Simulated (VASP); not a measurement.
# SnO (Pmn2_1) in VASP: further runs

Runs on SnO. Level: PBEsol+D3(BJ). Tasks: single point.

All numbers are computed with VASP 6.6.1; they aren't measurements. Logs are shortened: lines on timing, memory, paths and dates and some standing lists are left out, and cuts for length are marked.

## Step 1: The cell of the first run

The structure is orthorhombic, space group Pmn2_1 (No. 31). The conventional cell has a = 3.355 Å, b = 5.674 Å, c = 4.222 Å, α = 90.00°, β = 90.00°, γ = 90.00°. Sn (site symmetry m) has 3 O at 2.15 to 2.16 Å within 2.8 Å. Within 2.8 Å of O (site symmetry m) lie 3 Sn at 2.15 to 2.16 Å.

## Step 2: Single point, PBEsol+D3(BJ)

Contents of INCAR:

```
SYSTEM = SnO
PREC     = Accurate       ! precision mode
ENCUT    = 520            ! plane-wave cutoff, eV
EDIFF    = 1E-7           ! SCF threshold, eV
ISMEAR   = 0              ! smearing method
SIGMA    = 0.1            ! smearing width, eV
LREAL    = .FALSE.        ! projectors in reciprocal space
LASPH    = .TRUE.         ! aspherical terms in the spheres
NELM     = 60             ! most SCF steps
ALGO     = Normal         ! electronic algorithm
ISIF     = 2              ! what is computed and relaxed
LWAVE    = .FALSE.        ! write WAVECAR
LCHARG   = .TRUE.         ! write CHGCAR
GGA      = PS             ! functional
IVDW     = 12             ! dispersion correction
LELF     = .TRUE.         ! ELF
LVHAR    = .TRUE.       
NBANDS   = 28             ! bands
```

Contents of KPOINTS:

```
Automatic mesh
0
G
  6 4 4
  0 0 0
```

Contents of POSCAR:

```
SnO
1.0
    3.3550050000      0.0000000000      0.0000000000
    0.0000000000      5.6741040000      0.0000000000
    0.0000000000      0.0000000000      4.2219700000
Sn O
2 2
Direct
    0.0000000000      0.2319090000      0.5131440000
    0.5000000000      0.7680910000      0.0131440000
    0.0000000000      0.8912500000      0.7368570000
    0.5000000000      0.1087500000      0.2368570000
```

Potentials or basis: VASP PAW PBE potentials, release 64 (Sn_d, O).

Launch:

```bash
cat potpaw_PBE.64/Sn_d/POTCAR potpaw_PBE.64/O/POTCAR > POTCAR
mpirun -np 1 vasp_std > vasp.out
```

OUTCAR:

```text
SYSTEM = SnO
   PREC = Accurate
   ENCUT = 520
   EDIFF = 1E-7
   ISMEAR = 0
   LREAL = .FALSE.
   LASPH = .TRUE.
   NELM = 60
   ISIF = 2
   GGA = PS
   IVDW = 12
 IVDW          = 12

 ion  position               nearest neighbor table
   1  0.000  0.232  0.513-   3 2.15   4 2.16   4 2.16
   2  0.500  0.768  0.013-   4 2.15   3 2.16   3 2.16
   3  0.000  0.891  0.737-   1 2.15   2 2.16   2 2.16
   4  0.500  0.109  0.237-   2 2.15   1 2.16   1 2.16

  LATTYP: Found a simple orthorhombic cell.
 ALAT       =     3.3550050000
 B/A-ratio  =     1.2584094510
 C/A-ratio  =     1.6912356315

  Lattice vectors:

 A1 = (  -3.3550050000,   0.0000000000,   0.0000000000)
 A2 = (   0.0000000000,   0.0000000000,   4.2219700000)
 A3 = (   0.0000000000,   5.6741040000,   0.0000000000)

Analysis of symmetry for initial positions (statically):
=====================================================================
 Subroutine PRICEL returns:
 Original cell was already a primitive cell.

 Routine SETGRP: Setting up the symmetry group for a
 simple orthorhombic supercell.

 Subroutine GETGRP returns: Found  4 space group operations
 (whereof  2 operations were pure point group operations)
 out of a pool of  8 trial point group operations.

The static configuration has the point symmetry C_1h.
 The point group associated with its full space group is C_2v.

Analysis of symmetry for dynamics (positions and initial velocities):
=====================================================================
 Subroutine PRICEL returns:
 Original cell was already a primitive cell.

 Routine SETGRP: Setting up the symmetry group for a
 simple orthorhombic supercell.

 Subroutine GETGRP returns: Found  4 space group operations
 (whereof  2 operations were pure point group operations)
 out of a pool of  8 trial point group operations.

The dynamic configuration has the point symmetry C_1h.
 The point group associated with its full space group is C_2v.

 Subroutine INISYM returns: Found  4 space group operations
 (whereof  2 operations are pure point group operations),
 and found     1 'primitive' translations

----------------------------------------------------------------------------------------

                                     Primitive cell

  volume of cell :      80.3722

  direct lattice vectors                    reciprocal lattice vectors
     3.355005000  0.000000000  0.000000000     0.298062149  0.000000000  0.000000000
     0.000000000  5.674104000  0.000000000     0.000000000  0.176239279  0.000000000
     0.000000000  0.000000000  4.221970000     0.000000000  0.000000000  0.236856254

  length of vectors
     3.355005000  5.674104000  4.221970000     0.298062149  0.176239279  0.236856254

  position of ions in fractional coordinates (direct lattice)
     0.000000000  0.231909000  0.513144000
     0.500000000  0.768091000  0.013144000
     0.000000000  0.891250000  0.736857000
     0.500000000  0.108750000  0.236857000

  ion indices of the primitive-cell ions
   primitive index   ion index
                 1           1
                 2           2
                 3           3
                 4           4

----------------------------------------------------------------------------------------

 KPOINTS: Automatic mesh

Automatic generation of k-mesh.
 Grid dimensions read from file:
 generate k-points for:    6    4    4

 Generating k-lattice:

  Cartesian coordinates                     Fractional coordinates (reciprocal lattice)
     0.049677025  0.000000000  0.000000000     0.166666667  0.000000000  0.000000000
     0.000000000  0.044059820  0.000000000     0.000000000  0.250000000  0.000000000
     0.000000000  0.000000000  0.059214064     0.000000000  0.000000000  0.250000000

  Length of vectors
     0.049677025  0.044059820  0.059214064

  Shift w.r.t. Gamma in fractional coordinates (k-lattice)
     0.000000000  0.000000000  0.000000000

 Subroutine IBZKPT returns following result:
 ===========================================

 Found     36 irreducible k-points:

[... 52 lines left out ...]
  band No.  band energies     occupation
      1     -16.4006      2.00000
      2     -16.2581      2.00000
      3     -15.9753      2.00000
      4     -15.9623      2.00000
      5     -15.9488      2.00000
      6     -15.9303      2.00000
[... 20 lines left out ...]
     27      12.7781      0.00000
     28      14.3591      0.00000

 k-point     4 :       0.5000    0.0000    0.0000
  band No.  band energies     occupation
      1     -16.3718      2.00000
      2     -16.3718      2.00000
      3     -15.9646      2.00000
      4     -15.9646      2.00000
      5     -15.9295      2.00000
      6     -15.9295      2.00000
[... 20 lines left out ...]
     27      13.9387      0.00000
     28      13.9387      0.00000

 k-point     5 :       0.0000    0.2500    0.0000
  band No.  band energies     occupation
      1     -16.4129      2.00000
      2     -16.0923      2.00000
      3     -16.0028      2.00000
      4     -15.9782      2.00000
      5     -15.9538      2.00000
      6     -15.9251      2.00000
[... 20 lines left out ...]
     27      13.6890      0.00000
     28      14.1399      0.00000

 k-point     6 :       0.1667    0.2500    0.0000
  band No.  band energies     occupation
      1     -16.4044      2.00000
      2     -16.0956      2.00000
      3     -16.0228      2.00000
      4     -15.9877      2.00000
      5     -15.9630      2.00000
      6     -15.9243      2.00000
[... 463 lines left out ...]
      5     -15.9634      2.00000
      6     -15.9554      2.00000
[... 20 lines left out ...]
     27      14.2655      0.00000
     28      14.6118      0.00000

 k-point    22 :       0.1667    0.5000    0.2500
  band No.  band energies     occupation
      1     -16.3734      2.00000
      2     -16.1654      2.00000
      3     -16.0106      2.00000
      4     -15.9842      2.00000
      5     -15.9640      2.00000
      6     -15.9424      2.00000
[... 20 lines left out ...]
     27      14.9134      0.00000
     28      15.0779      0.00000

 k-point    23 :       0.3333    0.5000    0.2500
  band No.  band energies     occupation
      1     -16.3915      2.00000
      2     -16.2914      2.00000
      3     -15.9780      2.00000
      4     -15.9778      2.00000
      5     -15.9373      2.00000
      6     -15.9304      2.00000
[... 20 lines left out ...]
     27      14.3833      0.00000
     28      14.4913      0.00000

 k-point    24 :       0.5000    0.5000    0.2500
  band No.  band energies     occupation
      1     -16.3845      2.00000
      2     -16.3845      2.00000
      3     -15.9748      2.00000
      4     -15.9748      2.00000
      5     -15.9198      2.00000
      6     -15.9198      2.00000
[... 20 lines left out ...]
     27      14.2038      0.00000
     28      14.2038      0.00000

 [... further k-points ...]

------------------------ aborting loop because EDIFF is reached ----------------------------------------

 Edisp (eV)   -0.74872

 E8    (eV) :    -0.4950

  FORCE on cell =-STRESS in cart. coord.  units (eV):
  Direction    XX          YY          ZZ          XY          YZ          ZX
  --------------------------------------------------------------------------------------
  -------------------------------------------------------------------------------------
  Total      -2.56142    -2.06007    -2.01887     0.00000     0.00000     0.00000
  in kB     -51.06056   -41.06633   -40.24520     0.00000     0.00000     0.00000
  external pressure =      -44.12 kB  Pullay stress =        0.00 kB

 VOLUME and BASIS-vectors are now :
 -----------------------------------------------------------------------------
  energy-cutoff  :      520.00
  volume of cell :       80.37
      direct lattice vectors                 reciprocal lattice vectors
     3.355005000  0.000000000  0.000000000     0.298062149  0.000000000  0.000000000
     0.000000000  5.674104000  0.000000000     0.000000000  0.176239279  0.000000000
     0.000000000  0.000000000  4.221970000     0.000000000  0.000000000  0.236856254

 POSITION                                       TOTAL-FORCE (eV/Angst)
 -----------------------------------------------------------------------------------
      0.00000      1.31588      2.16648         0.000000     -0.330595     -0.099369
      1.67750      4.35823      0.05549         0.000000      0.330595     -0.099369
      0.00000      5.05705      3.11099         0.000000      0.119201      0.099369
      1.67750      0.61706      1.00000         0.000000     -0.119201      0.099369
 -----------------------------------------------------------------------------------
    total drift:                                0.000000      0.000000     -0.000267

  FREE ENERGIE OF THE ION-ELECTRON SYSTEM (eV)
  ---------------------------------------------------
  free  energy   TOTEN  =       -24.5452663903 eV

  energy  without entropy=      -24.5452663903  energy(sigma->0) =      -24.54526639
```

Run time: 49 s. Hardware: 1 thread of Intel Xeon 6975P-C, shared host; peak memory 0.23 GiB.

Results:

| Property | Result |
| --- | --- |
| Free energy | -24.5453 eV |
| Pressure | -4.4 GPa |
| Largest force | 0.345 eV/Å |
| Band gap on the k mesh | 1.58 eV, indirect (least direct gap 2.33 eV) |
| Dispersion energy per atom | -0.187 eV |

Forces in eV/Å, atoms in the order of the input:
```
Sn   0.000 -0.331 -0.099
Sn   0.000  0.331 -0.099
O    0.000  0.119  0.099
O    0.000 -0.119  0.099
```

Stress tensor (GPa, compression positive):
```
-5.11  0.00  0.00
 0.00 -4.11  0.00
 0.00  0.00 -4.02
```

Caveat: the PAW data sets were made with another functional, which shifts forces and pressure a little; spin-orbit coupling is left out, which moves the levels of the heavy elements. A k mesh can miss the band edges.

## Step 3: Single point, PBEsol+D3(BJ) (volume scaled by 0.88, then relaxed in part)

Contents of INCAR:

```
  ALGO = Normal
  EDIFF = 1E-6
  ENCUT = 520
  GGA = PS
  ISIF = 2
  ISMEAR = 0
  IVDW = 12
  LASPH = T
  LCHARG = F
  LREAL = F
  LWAVE = F
  NBANDS = 28
  NELM = 80
  PREC = Accurate
  SIGMA = 0.02
```

Contents of KPOINTS:

```
k-points
0
Gamma
  8 6 8
```

Contents of POSCAR:

```
SnO
1.0
    3.2372678438      0.0000000000      0.0000000000
    0.0000000000      5.4473449125      0.0000000000
    0.0000000000      0.0000000000      3.3457367891
Sn O
2 2
Direct
    0.0000000000      0.2541722850      0.5684916379
    0.5000000000      0.7458277150      0.0684916379
    0.0000000000      0.8695928252      0.6815093621
    0.5000000000      0.1304071748      0.1815093621
```

Potentials or basis: VASP PAW PBE potentials, release 64 (Sn_d, O).

Launch:

```bash
cat potpaw_PBE.64/Sn_d/POTCAR potpaw_PBE.64/O/POTCAR > POTCAR
mpirun -np 1 vasp_std > vasp.out
```

Wall time 92 s (1 thread of Intel Xeon 6975P-C, shared host); peak memory 0.28 GiB.

Results (log left out):

- Free energy: -24.5680 eV
- Pressure: 6.5 GPa
- Largest force: 0.087 eV/Å
- Band gap on the k mesh: 0.79 eV, indirect (least direct gap 1.66 eV)
- Dispersion energy per atom: -0.257 eV

Forces in eV/Å, atoms in the order of the input:
```
Sn   0.000  0.081  0.029
Sn   0.000 -0.081  0.029
O    0.000 -0.006 -0.029
O    0.000  0.006 -0.029
```

Stress tensor (GPa, compression positive):
```
6.55 0.00 0.00
0.00 6.59 0.00
0.00 0.00 6.33
```

Levels at points of the mesh, in eV from the valence-band top:
```
           k point  band 16  band 17  band 18  band 19  band 20  band 21  band 22  band 23  band 24  band 25
(0.00, 0.00, 0.00)    -4.73    -4.69    -3.18    -2.94     0.00     3.10     4.70     6.92     7.26     7.96
(0.50, 0.00, 0.00)    -5.12    -3.41    -3.41    -1.47    -1.47     2.22     2.22     6.25     6.25     7.55
(0.00, 0.50, 0.00)    -4.83    -3.88    -3.26    -2.85    -2.28     2.95     5.45     6.01     6.40     6.74
(0.50, 0.50, 0.00)    -4.19    -3.32    -3.32    -2.01    -2.01     2.16     2.16     6.20     6.20     7.32
(0.00, 0.00, 0.50)    -5.02    -3.59    -3.59    -1.44    -1.44     2.09     2.09     6.34     6.34     7.51
(0.50, 0.00, 0.50)    -5.08    -4.64    -4.64    -2.30    -2.30     1.60     1.60     4.87     4.87     6.82
(0.00, 0.50, 0.50)    -3.80    -3.58    -3.58    -2.07    -2.07     2.10     2.10     6.04     6.04     7.25
(0.50, 0.50, 0.50)    -5.44    -5.09    -5.09    -0.98    -0.98     1.74     1.74     4.17     4.17     6.06
```

Caveat: the PAW data sets were made with another functional, which shifts forces and pressure a little; spin-orbit coupling is left out, which moves the levels of the heavy elements. A k mesh can miss the band edges.

## Step 4: Single point, PBEsol+D3(BJ) (volume scaled by 0.91, then relaxed in part)

Contents of INCAR:

```
ALGO = Normal
EDIFF = 1E-6
ENCUT = 520
GGA = PS
ISIF = 2
ISMEAR = 0
IVDW = 12
LASPH = True
LCHARG = True
LELF = True
LREAL = False
LVHAR = True
LWAVE = False
NBANDS = 28
NELM = 100
PREC = Accurate
SIGMA = 0.02
```

KPOINTS is that of step 3.

Contents of POSCAR:

```
SnO
1.0
    3.2583280663      0.0000000000      0.0000000000
    0.0000000000      5.4797978286      0.0000000000
    0.0000000000      0.0000000000      3.4170761301
Sn O
2 2
Direct
    0.0000000000      0.2513840504      0.5604443524
    0.5000000000      0.7486159496      0.0604443524
    0.0000000000      0.8709323157      0.6895566476
    0.5000000000      0.1290676843      0.1895566476
```

Launch:

```bash
cat potpaw_PBE.64/Sn_d/POTCAR potpaw_PBE.64/O/POTCAR > POTCAR
mpirun -np 1 vasp_std > vasp.out
```

Run time: 1.8 min. Hardware: 1 thread of Intel Xeon 6975P-C, shared host; peak memory 0.28 GiB.

The run converged. Its results:

- Free energy: -24.6310 eV
- Pressure: 4.4 GPa
- Largest force: 0.089 eV/Å
- Band gap on the k mesh: 0.82 eV, indirect (least direct gap 1.59 eV)
- Dispersion energy per atom: -0.248 eV

Forces on the atoms (eV/Å):
```
Sn   0.000  0.084  0.030
Sn   0.000 -0.084  0.030
O    0.000  0.001 -0.030
O    0.000 -0.001 -0.030
```

Stress tensor (GPa, compression positive):
```
4.41 0.00 0.00
0.00 4.51 0.00
0.00 0.00 4.16
```

Levels at points of the mesh, in eV from the valence-band top:
| k point | band 18 | band 19 | band 20 | band 21 | band 22 | band 23 |
| --- | --- | --- | --- | --- | --- | --- |
| (0.00, 0.00, 0.00) | -3.07 | -2.79 | 0.00 | 3.16 | 4.43 | 6.84 |
| (0.50, 0.00, 0.00) | -3.29 | -1.44 | -1.44 | 2.29 | 2.29 | 6.15 |
| (0.00, 0.50, 0.00) | -3.14 | -2.64 | -2.12 | 3.03 | 5.26 | 5.80 |
| (0.50, 0.50, 0.00) | -3.20 | -1.83 | -1.83 | 2.13 | 2.13 | 6.25 |
| (0.00, 0.00, 0.50) | -3.53 | -1.42 | -1.42 | 2.16 | 2.16 | 6.20 |
| (0.50, 0.00, 0.50) | -4.45 | -2.11 | -2.11 | 1.71 | 1.71 | 4.85 |
| (0.00, 0.50, 0.50) | -3.52 | -1.93 | -1.93 | 2.07 | 2.07 | 6.03 |
| (0.50, 0.50, 0.50) | -4.87 | -0.88 | -0.88 | 1.85 | 1.85 | 4.19 |

Caveat: the PAW data sets were made with another functional, which shifts forces and pressure a little; spin-orbit coupling is left out, which moves the levels of the heavy elements. A k mesh can miss the band edges.

## Step 5: Single point, PBEsol+D3(BJ) (volume scaled by 0.94, then relaxed in part)

Contents of INCAR:

```
PREC     = Accurate       # precision mode
ENCUT    = 520            # plane-wave cutoff, eV
EDIFF    = 1E-6           # SCF threshold, eV
ISMEAR   = 0              # smearing method
SIGMA    = 0.02           # smearing width, eV
LREAL    = F              # projectors in reciprocal space
LASPH    = T              # aspherical terms in the spheres
NELM     = 100            # most SCF steps
ALGO     = Normal         # electronic algorithm
ISIF     = 2              # what is computed and relaxed
LWAVE    = F              # write WAVECAR
LCHARG   = T              # write CHGCAR
GGA      = PS             # functional
IVDW     = 12             # dispersion correction
LELF     = T              # ELF
LVHAR    = T            
NBANDS   = 28             # bands
```

Contents of KPOINTS:

```
regular mesh
0
Gamma
  8 6 8
```

Contents of POSCAR:

```
SnO
1.0
    3.2741611671      0.0000000000      0.0000000000
    0.0000000000      5.5195095923      0.0000000000
    0.0000000000      0.0000000000      3.4873851629
Sn O
2 2
Direct
    0.0000000000      0.2485237687      0.5535291015
    0.5000000000      0.7514762313      0.0535291015
    0.0000000000      0.8728144324      0.6964718985
    0.5000000000      0.1271855676      0.1964718985
```

Launch:

```bash
cat potpaw_PBE.64/Sn_d/POTCAR potpaw_PBE.64/O/POTCAR > POTCAR
mpirun -np 1 vasp_std > vasp.out
```

It took 1.9 min on 1 thread of Intel Xeon 6975P-C, shared host; peak memory 0.28 GiB.

It converged, with:

```yaml
Free_energy: -24.6702 eV
Pressure: 2.7 GPa
Largest_force: 0.087 eV/Å
Band_gap_on_the_k_mesh: 0.87 eV, indirect (least direct gap 1.57 eV)
Dispersion_energy_per_atom: -0.240 eV
```

Forces on the atoms (eV/Å):
```
Sn   0.000  0.081  0.033
Sn   0.000 -0.081  0.033
O    0.000 -0.004 -0.033
O    0.000  0.004 -0.033
```

Stress tensor (GPa, compression positive):
```
2.76 0.00 0.00
0.00 2.77 0.00
0.00 0.00 2.48
```

Levels at points of the mesh, in eV from the valence-band top:
| k point | band 18 | band 19 | band 20 | band 21 | band 22 | band 23 |
| --- | --- | --- | --- | --- | --- | --- |
| (0.00, 0.00, 0.00) | -2.99 | -2.67 | 0.00 | 3.19 | 4.20 | 6.75 |
| (0.50, 0.00, 0.00) | -3.19 | -1.42 | -1.42 | 2.34 | 2.34 | 6.07 |
| (0.00, 0.50, 0.00) | -3.05 | -2.47 | -2.00 | 3.09 | 5.11 | 5.61 |
| (0.50, 0.50, 0.00) | -3.10 | -1.68 | -1.68 | 2.09 | 2.09 | 6.29 |
| (0.00, 0.00, 0.50) | -3.48 | -1.42 | -1.42 | 2.22 | 2.22 | 6.06 |
| (0.50, 0.00, 0.50) | -4.29 | -1.94 | -1.94 | 1.80 | 1.80 | 4.80 |
| (0.00, 0.50, 0.50) | -3.47 | -1.83 | -1.83 | 2.03 | 2.03 | 6.01 |
| (0.50, 0.50, 0.50) | -4.67 | -0.79 | -0.79 | 1.95 | 1.95 | 4.20 |

Caveat: the PAW data sets were made with another functional, which shifts forces and pressure a little; spin-orbit coupling is left out, which moves the levels of the heavy elements.

## Step 6: Summary

```csv
cell,k mesh,smearing,gap on the mesh (eV),pressure (GPa),largest force (eV/Å)
"a = 3.355, b = 5.674, c = 4.222 Å, 4 atoms",6 × 4 × 4,gaussian 0.1 eV,1.58,-4.4,0.35
"a = 3.237, b = 5.447, c = 3.346 Å, 4 atoms",8 × 6 × 8,gaussian 0.02 eV,0.79,6.5,0.09
"a = 3.258, b = 5.480, c = 3.417 Å, 4 atoms",8 × 6 × 8,gaussian 0.02 eV,0.82,4.4,0.09
"a = 3.274, b = 5.520, c = 3.487 Å, 4 atoms",8 × 6 × 8,gaussian 0.02 eV,0.87,2.7,0.09
```

Alike in all rows: task single point; level PBEsol+D3(BJ); potentials or basis VASP PAW PBE potentials, release 64 (Sn_d, O); no spin polarisation; cutoff (eV) 520.

Caveats: the PAW data sets were made with another functional, which shifts forces and pressure a little; spin-orbit coupling is left out, which moves the levels of the heavy elements.

Total energies depend on the potentials used, so only differences within one code and one set of settings carry meaning.
